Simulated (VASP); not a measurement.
# P2Se2O (P4mm) in VASP: relaxation of cell and atoms with PBE+D3(BJ)

Aim: the relaxation of cell and atoms of P2Se2O with PBE+D3(BJ).

Everything below comes from runs of VASP 6.6.1. Logs are shortened: lines on timing, memory, paths and dates and some standing lists are left out, and cuts for length are marked.

### Step 1. The cell of the first run

Symmetry: P4mm, No. 99, tetragonal system. Conventional cell: a = 4.441 Å, b = 4.441 Å, c = 6.566 Å, α = 90.00°, β = 90.00°, γ = 90.00°. P (site symmetry 4mm) has 1 Se at 1.78 Å within 2.4 Å. Within 2.6 Å of P (site symmetry 4mm) lie 1 Se at 1.97 Å. Se (site symmetry 4mm) has 1 O at 1.68 Å within 2.2 Å. Se (site symmetry 4mm) has 2 P at 1.78 to 1.97 Å within 2.4 Å. Within 2.2 Å of O (site symmetry 4mm) lie 1 Se at 1.68 Å.

The cell was generated, and may not be a known phase.

### Step 2. Relaxation of cell and atoms, PBE+D3(BJ), collinear spin, ferromagnetic start

The input, INCAR:

```
ALGO = Normal
EDIFF = 1E-7
EDIFFG = -0.04
ENCUT = 600
GGA = PE
IBRION = 2
ISIF = 3
ISMEAR = 0
ISPIN = 2
IVDW = 12
LASPH = True
LCHARG = False
LORBIT = 11
LREAL = False
LWAVE = False
MAGMOM = 0 0 0 0 1
NELM = 150
NSW = 90
PREC = Accurate
SIGMA = 0.1
```

The input, KPOINTS:

```
k-points
0
Gamma
  4 4 4
```

The input, POSCAR:

```
P2Se2O
1.0
    4.4408711500      0.0000000000      0.0000000000
    0.0000000000      4.4408711500      0.0000000000
    0.0000000000      0.0000000000      6.5655644500
P Se O
2 2 1
Direct
    0.5000000000      0.5000000000      0.9958349500
    0.5000000000      0.5000000000      0.4244866900
    0.0000000000      0.0000000000      0.2506458200
    0.5000000000      0.5000000000      0.7243728500
    0.0000000000      0.0000000000      0.9955233200
```

Potentials or basis: VASP PAW PBE potentials, release 64 (P, Se, O).

On the command line:

```sh
cat potpaw_PBE.64/P/POTCAR potpaw_PBE.64/Se/POTCAR potpaw_PBE.64/O/POTCAR > POTCAR
mpirun -np 1 vasp_std > vasp.out
```

OUTCAR:

```text
EDIFF = 1E-7
   EDIFFG = -0.04
   ENCUT = 600
   GGA = PE
   IBRION = 2
   ISIF = 3
   ISMEAR = 0
   ISPIN = 2
   IVDW = 12
   LASPH = True
   LORBIT = 11
   LREAL = False
   NELM = 150
   NSW = 90
   PREC = Accurate
 IVDW          = 12

 ion  position               nearest neighbor table
   1  0.500  0.500  0.996-   4 1.78   2 2.81
   2  0.500  0.500  0.424-   4 1.97   1 2.81
   3  0.000  0.000  0.251-   5 1.68
   4  0.500  0.500  0.724-   1 1.78   2 1.97
   5  0.000  0.000  0.996-   3 1.68

  LATTYP: Found a simple tetragonal cell.
 ALAT       =     4.4408711500
 C/A-ratio  =     1.4784406546

  Lattice vectors:

 A1 = (   4.4408711500,   0.0000000000,   0.0000000000)
 A2 = (   0.0000000000,   4.4408711500,   0.0000000000)
 A3 = (   0.0000000000,   0.0000000000,   6.5655644500)

Analysis of symmetry for initial positions (statically):
=====================================================================
 Subroutine PRICEL returns:
 Original cell was already a primitive cell.

 Routine SETGRP: Setting up the symmetry group for a
 simple tetragonal supercell.

 Subroutine GETGRP returns: Found  8 space group operations
 (whereof  8 operations were pure point group operations)
 out of a pool of 16 trial point group operations.

The static configuration has the point symmetry C_4v.

Analysis of symmetry for dynamics (positions and initial velocities):
=====================================================================
 Subroutine PRICEL returns:
 Original cell was already a primitive cell.

 Routine SETGRP: Setting up the symmetry group for a
 simple tetragonal supercell.

 Subroutine GETGRP returns: Found  8 space group operations
 (whereof  8 operations were pure point group operations)
 out of a pool of 16 trial point group operations.

The dynamic configuration has the point symmetry C_4v.

Analysis of structural, dynamic, and magnetic symmetry:
=====================================================================
 Subroutine PRICEL returns:
 Original cell was already a primitive cell.

 Routine SETGRP: Setting up the symmetry group for a
 simple tetragonal supercell.

 Subroutine GETGRP returns: Found  8 space group operations
 (whereof  8 operations were pure point group operations)
 out of a pool of 16 trial point group operations.

The overall configuration has the point symmetry C_4v.

 Subroutine INISYM returns: Found  8 space group operations
 (whereof  8 operations are pure point group operations),
 and found     1 'primitive' translations

----------------------------------------------------------------------------------------

                                     Primitive cell

  volume of cell :     129.4817

  direct lattice vectors                    reciprocal lattice vectors
     4.440871150  0.000000000  0.000000000     0.225181044  0.000000000  0.000000000
     0.000000000  4.440871150  0.000000000     0.000000000  0.225181044  0.000000000
     0.000000000  0.000000000  6.565564450     0.000000000  0.000000000  0.152309829

  length of vectors
     4.440871150  4.440871150  6.565564450     0.225181044  0.225181044  0.152309829

  position of ions in fractional coordinates (direct lattice)
     0.500000000  0.500000000  0.995834950
     0.500000000  0.500000000  0.424486690
     0.000000000  0.000000000  0.250645820
     0.500000000  0.500000000  0.724372850
     0.000000000  0.000000000  0.995523320

  ion indices of the primitive-cell ions
   primitive index   ion index
                 1           1
                 2           2
                 3           3
                 4           4
                 5           5

----------------------------------------------------------------------------------------

 KPOINTS: k-points

Automatic generation of k-mesh.
 Grid dimensions read from file:
 generate k-points for:    4    4    4

 Generating k-lattice:

  Cartesian coordinates                     Fractional coordinates (reciprocal lattice)
     0.056295261  0.000000000  0.000000000     0.250000000  0.000000000  0.000000000
     0.000000000  0.056295261  0.000000000     0.000000000  0.250000000  0.000000000
     0.000000000  0.000000000  0.038077457     0.000000000  0.000000000  0.250000000

  Length of vectors
     0.056295261  0.056295261  0.038077457

  Shift w.r.t. Gamma in fractional coordinates (k-lattice)
     0.000000000  0.000000000  0.000000000

 Subroutine IBZKPT returns following result:
 ===========================================

 Found     18 irreducible k-points:

 Following reciprocal coordinates:
            Coordinates               Weight
  0.000000  0.000000  0.000000      1.000000
  0.250000  0.000000  0.000000      4.000000
  0.500000  0.000000  0.000000      2.000000
  0.250000  0.250000  0.000000      4.000000
  0.500000  0.250000  0.000000      4.000000
  0.500000  0.500000  0.000000      1.000000
[... 10 lines left out ...]
  0.500000  0.250000  0.500000      4.000000
  0.500000  0.500000  0.500000      1.000000
   k-points           NKPTS =     18   k-points in BZ     NKDIM =     18   number of bands    NBANDS=     19
   number of dos      NEDOS =    301   number of ions     NIONS =      5
   total plane-waves  NPLWV =  69984
   dimension x,y,z NGX =    36 NGY =   36 NGZ =   54
   dimension x,y,z NGXF=    72 NGYF=   72 NGZF=  108
   ions per type =               2   2   1
   NGX,Y,Z   is equivalent  to a cutoff of  13.48, 13.48, 13.67 a.u.
   NGXF,Y,Z  is equivalent  to a cutoff of  26.95, 26.95, 27.35 a.u.
 SYSTEM =  unknown system
   PREC   = accura    normal or accurate (medium, high low for compatibility)
   ISTART =      0    job   : 0-new  1-cont  2-samecut
   ICHARG =      2    charge: 1-file 2-atom 10-const
   ISPIN  =      2    spin polarized calculation?
   LNONCOLLINEAR =      F non collinear calculations
   LSORBIT =      F    spin-orbit coupling
   LASPH  =      T    aspherical Exc in radial PAW
   ENCUT  =  600.0 eV  44.10 Ry    6.64 a.u.   8.87  8.87 13.11*2*pi/ulx,y,z
   NELM   =    150;   NELMIN=  2; NELMDL= -5     # of ELM steps
   EDIFF  = 0.1E-06   stopping-criterion for ELM
   LREAL  =      F    real-space projection
   EDIFFG = -.4E-01   stopping-criterion for IOM
   NSW    =     90    number of steps for IOM
   IBRION =      2    ionic relax: 0-MD 1-quasi-New 2-CG
   NFREE  =      1    steps in history (QN), initial steepest desc. (CG)
   ISIF   =      3    stress and relaxation
   ISYM   =      2    0-nonsym 1-usesym 2-fastsym
   POTIM  = 0.5000    time-step for ionic-motion
   TEBEG  =    0.0;   TEEND  =   0.0 temperature during run
   PSTRESS=    0.0 pullay stress
   NELECT =      28.0000    total number of electrons
   NUPDOWN=      -1.0000    fix difference up-down
   EMIN   =  10.00;   EMAX   =-10.00  energy-range for DOS
   EFERMI =   0.00;   METHOD = LEGACY
   ISMEAR =     0;   SIGMA  =   0.10  broadening in eV -4-tet -1-fermi 0-gaus
   EFERMI_NEDOS =   21; number of points for ismear=-14 and -15
   IALGO  =     38    algorithm
   IMIX   =      4    mixing-type and parameters
     AMIX     =   0.40;   BMIX     =  1.00
     AMIX_MAG =   1.60;   BMIX_MAG =  1.00
  volume/ion in A,a.u.               =      25.90       174.76
  Fermi-wavevector in a.u.,A,eV,Ry     =   0.982633  1.856907 13.137346  0.965568
  Thomas-Fermi vector in A             =   2.113730
   LORBIT       =     11    0 simple, 1 ext, 2 COOP (PROOUT), +10 PAW based schemes
   GGA     = PE    functional components
   LHFCALC =     F    Hartree Fock is set to
   AEXX    =    0.0000 exact exchange contribution
   IVDW    =    12    specifies the selected vdW correction
   LEPSILON=     F    determine dielectric tensor
   LRPA    =     F    only Hartree local field effects (RPA)
 conjugate gradient relaxation of ions
 spin polarized calculation
 Gauss-broadening in eV      SIGMA  =   0.10
  energy-cutoff  :      600.00
  volume of cell :      129.48
 maximum number of plane-waves:      4368
 NGX is ok and might be reduce to    36
   NGX = 17   NGY = 17   NGZ = 27

--------------------------------------- Ionic step        1  -------------------------------------------

 number of electron      27.9999999 magnetization       1.9297743

 Free energy of the ion-electron system (eV)
  ---------------------------------------------------
  ext. energy  EPLUGINS =         0.00000000
  ---------------------------------------------------
  free energy    TOTEN  =       -17.20945064 eV

  energy without entropy =      -17.20214908  energy(sigma->0) =      -17.20579986

------------------------ aborting loop because EDIFF is reached ----------------------------------------

 Edisp (eV)   -1.14851

 E8    (eV) :    -0.4364
[... 827 lines left out ...]
      6      -3.9623      1.00000
[... 11 lines left out ...]
     18       1.3701      0.00000
     19       1.3701      0.00000

------------------------ aborting loop EDIFF was not reached (unconverged)  ----------------------------

 Edisp (eV)   -0.92347

 E8    (eV) :    -0.3534

  FORCE on cell =-STRESS in cart. coord.  units (eV):
  Direction    XX          YY          ZZ          XY          YZ          ZX
  --------------------------------------------------------------------------------------
  -------------------------------------------------------------------------------------
  Total      -7.05704    -7.05704   -19.03560     0.00000     0.00000     0.00000
  in kB     -68.54014   -68.54014  -184.87949     0.00000     0.00000     0.00000
  external pressure =     -107.32 kB  Pullay stress =        0.00 kB
[... 860 lines left out ...]
      6      -3.4099      1.00000
[... 11 lines left out ...]
     18       9.3062      0.00000
     19       9.3062      0.00000

[... ionic steps 4 to 36 ...]

--------------------------------------- Ionic step       37  -------------------------------------------

 number of electron      28.0000002 magnetization      -0.0000000

 number of electron      28.0000002 magnetization       0.0000000
[... 891 lines left out ...]
 number of electron      28.0000002 magnetization       0.0000000

 number of electron      28.0000002 magnetization      -0.0000000

 Free energy of the ion-electron system (eV)
  ---------------------------------------------------
  ext. energy  EPLUGINS =         0.00000000
  ---------------------------------------------------
  free energy    TOTEN  =       -21.03066844 eV

  energy without entropy =      -21.01604074  energy(sigma->0) =      -21.02335459

 E-fermi :   4.5969     XC(G=0):  -9.7453

 val. band max:        4.5185253135   @ k =   0.2500   0.0000   0.2500
 cond. band min:       4.6135829720   @ k =   0.5000   0.0000   0.0000
 fundamental gap:      0.0950576585
 Fermi energy:         4.5968718428
[... 831 lines left out ...]
  FREE ENERGIE OF THE ION-ELECTRON SYSTEM (eV)
  ---------------------------------------------------
  free  energy   TOTEN  =       -22.5633775299 eV

  energy  without entropy=      -22.5487498258  energy(sigma->0) =      -22.55606368

 reached required accuracy - stopping structural energy minimisation

 total charge

# of ion       s       p       d       tot
------------------------------------------
    1        1.149   1.175   0.000   2.324
    2        1.129   1.260   0.000   2.390
    3        1.510   2.086   0.145   3.741
    4        1.504   2.234   0.055   3.793
    5        1.614   3.250   0.000   4.864
--------------------------------------------------
tot          6.907  10.005   0.200  17.112

 magnetization (x)

# of ion       s       p       d       tot
------------------------------------------
    1       -0.000   0.000   0.000   0.000
    2       -0.000   0.000   0.000   0.000
    3        0.000   0.000   0.000   0.000
    4       -0.000   0.000   0.000   0.000
    5        0.000   0.000   0.000   0.000
--------------------------------------------------
tot          0.000   0.000   0.000   0.000
```

Run time: 28 min. Hardware: 1 thread of AMD EPYC 9R45 (Zen 5), shared host; peak memory 0.36 GiB.

Results:

```
Free energy                                           : -22.5634 eV
Relaxed volume                                        : 18.93 Å³/atom
Relaxed cell                                          : a = 3.685 Å, b = 3.685 Å, c = 6.969 Å, α = 90.00°, β = 90.00°, γ = 90.00°
Space group after relaxing (to 0.1 Å)                 : P4mm (No. 99)
Energy gained by relaxing                             : 841.1 meV/atom
Ionic steps                                           : 39
Pressure after relaxing                               : -0.2 GPa
Largest force after relaxing                          : 0.030 eV/Å
Band gap on the k mesh                                : zero (filled and empty bands overlap)
Net moment                                            : 0.00 μB per cell
Valence electrons inside the program's atomic spheres : P 2.32, 2.39; Se 3.74, 3.79; O 4.86
Dispersion energy per atom                            : -0.307 eV
```

Forces in eV/Å, atoms in the order of the input:
```
P    0.000  0.000  0.006
P    0.000  0.000 -0.030
Se   0.000  0.000 -0.015
Se   0.000  0.000  0.017
O    0.000  0.000  0.022
```

The path:
| step | energy change (eV) | largest force (eV/Å) | pressure (GPa) | volume (Å³) |
| --- | --- | --- | --- | --- |
| 1 | 0.0000 | 11.8866 | 11.92 | 129.48 |
| 2 | 0.9139 | 3.0814 | -10.73 | 164.96 |
| 3 | 0.3009 | 3.1098 | -10.51 | 158.52 |
| 4 | -0.2009 | 3.0646 | -10.03 | 153.36 |
| 5 | -1.3087 | 3.4049 | -6.29 | 141.49 |
| 6 | -1.5182 | 4.9411 | -1.45 | 135.50 |
| 7 | -1.5226 | 4.7846 | -2.42 | 136.51 |
| 8 | -2.3548 | 1.3005 | -7.25 | 133.63 |
| 9 | -2.3673 | 1.3054 | -7.34 | 133.39 |
| 10 | -2.3955 | 10.2931 | 7.68 | 113.24 |
| 11 | -2.8327 | 4.1042 | -1.45 | 121.96 |
| 12 | -3.2766 | 1.8834 | 1.98 | 109.88 |
| 13 | -3.2776 | 1.7782 | 2.30 | 109.20 |
| 14 | -3.3700 | 2.2375 | -3.45 | 110.13 |
| 15 | -3.3995 | 1.5102 | -1.72 | 109.80 |
| 16 | -3.4944 | 1.2013 | -1.83 | 108.25 |
| 17 | -3.7107 | 1.5479 | -1.49 | 103.54 |
| 18 | -3.6181 | 3.4568 | 2.75 | 93.97 |
| 19 | -3.7798 | 2.2412 | -0.49 | 100.04 |
| 20 | -3.8423 | 1.9326 | -0.48 | 98.95 |
| 21 | -3.9569 | 1.1379 | -0.01 | 95.70 |
| 22 | -3.9141 | 0.7065 | 3.01 | 89.26 |
| 23 | -3.9812 | 0.9771 | 0.92 | 93.37 |
| 24 | -4.0395 | 0.6235 | 1.03 | 93.72 |
| 25 | -4.0893 | 1.3420 | 1.92 | 94.60 |
| 26 | -4.0941 | 0.9426 | 1.56 | 94.38 |
| 27 | -4.1311 | 0.7423 | 0.39 | 95.64 |
| 28 | -4.1574 | 0.5254 | -1.45 | 97.92 |
| 29 | -4.1736 | 0.3151 | -0.51 | 97.30 |
| 30 | -4.1739 | 0.3178 | -0.35 | 97.20 |
| 31 | -4.1839 | 0.2663 | -0.41 | 96.61 |
| 32 | -4.1933 | 0.4199 | -0.44 | 95.24 |
| 33 | -4.2011 | 0.2000 | 0.38 | 94.06 |
| 34 | -4.2014 | 0.1674 | 0.61 | 93.75 |
| 35 | -4.2036 | 0.1967 | -0.03 | 94.04 |
| 36 | -4.2038 | 0.1436 | 0.12 | 93.97 |
| 37 | -4.2050 | 0.0685 | 0.10 | 94.21 |
| 38 | -4.2052 | 0.0620 | 0.09 | 94.40 |
| 39 | -4.2054 | 0.0297 | -0.17 | 94.64 |

Final structure:
```
CELL_PARAMETERS angstrom
3.68495 0.00000 0.00000
0.00000 3.68495 0.00000
0.00000 0.00000 6.96946
ATOMIC_POSITIONS crystal
P 0.50000 0.50000 0.00095
P 0.50000 0.50000 0.32812
Se 0.00000 0.00000 0.31681
Se 0.50000 0.50000 0.68848
O 0.00000 0.00000 0.05650
```

Caveat: the volume moved by over 15 % at a fixed basis, so the end points are rough.

The gap in the log of VASP goes by the Fermi energy; the results here count the filled bands.